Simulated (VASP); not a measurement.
Input of a VASP 6.6.1 run:

The input INCAR:

```
SYSTEM = Ta6F
PREC = Accurate ; ENCUT = 520
EDIFF = 1E-6 ; ISMEAR = 0
SIGMA = 0.1 ; LREAL = .FALSE.
LASPH = .TRUE. ; NELM = 150
ALGO = Normal ; ISIF = 2
LWAVE = .FALSE. ; LCHARG = .FALSE.
ISPIN = 2 ; MAGMOM = 0 0 0 0 0 0 1
LORBIT = 11 ; LMAXMIX = 4
LDIPOL = .TRUE. ; IDIPOL = 3
DIPOL = 0.5 0.5 0.319 ; GGA = CA
NBANDS = 50
```

KPOINTS

```
regular mesh
0
G
  6 6 1
  0 0 0
```

File POSCAR:

```
Ta6F
1.0
    4.6002247516      0.0000000000      0.0000000000
   -2.3001123758      3.9839114980      0.0000000000
    0.0000000000      0.0000000000     21.4017722141
Ta F
6 1
Direct
    0.6666666667      0.3333333333      0.1869004099
    0.3333333333      0.6666666667      0.2307760729
    0.0000000000      0.0000000000      0.2746517360
    0.6666666667      0.3333333333      0.3157775353
    0.3333333333      0.6666666667      0.3543568624
    0.0000000000      0.0000000000      0.3925736677
    0.2222222222     -0.2222222222      0.4799496094
```

Potentials or basis: VASP PAW LDA potentials, release 64 (Ta_pv, F).

The run is started by

```sh
$ cat potpaw_LDA.64/Ta_pv/POTCAR potpaw_LDA.64/F/POTCAR > POTCAR
$ mpirun -np 1 vasp_std > vasp.out
```

Q: Predict the largest force.

A: 3.196 eV/Å.

Q: Estimate the net moment.

A: 0.00 μB per cell.

Forces in eV/Å, atoms in the order of the input:
```
Ta   0.011 -0.006  2.148
Ta  -0.017  0.010 -0.669
Ta  -0.022  0.013 -2.468
Ta  -0.143  0.083 -0.245
Ta  -0.310  0.179  1.443
Ta   1.302 -0.752  2.820
F   -0.821  0.474 -3.029
```
